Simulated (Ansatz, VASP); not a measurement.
Two plane-wave programs on Hf

Contents of INCAR:

```
SYSTEM = Hf
PREC = Accurate
ENCUT = 520
EDIFF = 1E-6
ISMEAR = -1
SIGMA = 0.1
LREAL = .FALSE.
LASPH = .TRUE.
NELM = 100
ALGO = Normal
ISIF = 2
LWAVE = .FALSE.
LCHARG = .FALSE.
GGA = PE
NBANDS = 11
```

The input KPOINTS:

```
Automatic mesh
0
G
  14 14 14
  0 0 0
```

The input POSCAR:

```
Hf
1.0
   -1.7499659411      1.7499659411      1.7499659411
    1.7499659411     -1.7499659411      1.7499659411
    1.7499659411      1.7499659411     -1.7499659411
Hf
1
Direct
    0.0000000000      0.0000000000      0.0000000000
```

Input for Ansatz:

```yaml
crystal:
  lattice:
    - [-1.7499659411, 1.7499659411, 1.7499659411]
    - [1.7499659411, -1.7499659411, 1.7499659411]
    - [1.7499659411, 1.7499659411, -1.7499659411]
  atoms:
    - { symbol: Hf, position: [0.0, 0.0, 0.0] }
hamiltonian:
  xc: pbe
  pseudopotentials:
    kind: paw
    azcp:
      Hf: "pseudopotentials/Hf.paw.azcp"
basis:
  ecutwfc: 420
  fft_grid_basis: typed
kpoints:
  mp_grid: { grid: [14, 14, 14], shift: [0, 0, 0] }
magnetization:
  spin_polarized: false
scf:
  occupations: { method: fermi_dirac, width: 0.1 }
  lower_state_search: "off"
output:
  stress: true
```

Alike in both runs: task single point; functional PBE; k mesh 14 × 14 × 14; occupations fermi-dirac, width 0.1 eV; no spin polarisation.

|  | VASP | Ansatz |
| --- | --- | --- |
| version | VASP 6.6.1 | Ansatz 0.2.0 |
| potentials or method | VASP PAW PBE potentials, release 64 (Hf_pv), cutoff 520 eV | plane waves (420 eV) with PAW, scalar-relativistic |
| valence electrons in the cell | 10 | 26 |

```csv
,VASP,Ansatz,Ansatz less VASP
pressure (GPa),4.1,4.4,+0.32
```

VASP's potentials hold 10 valence electrons a cell and Ansatz's 26, so a difference there can come from the potentials and not from the codes.

Spin-orbit coupling is off throughout.
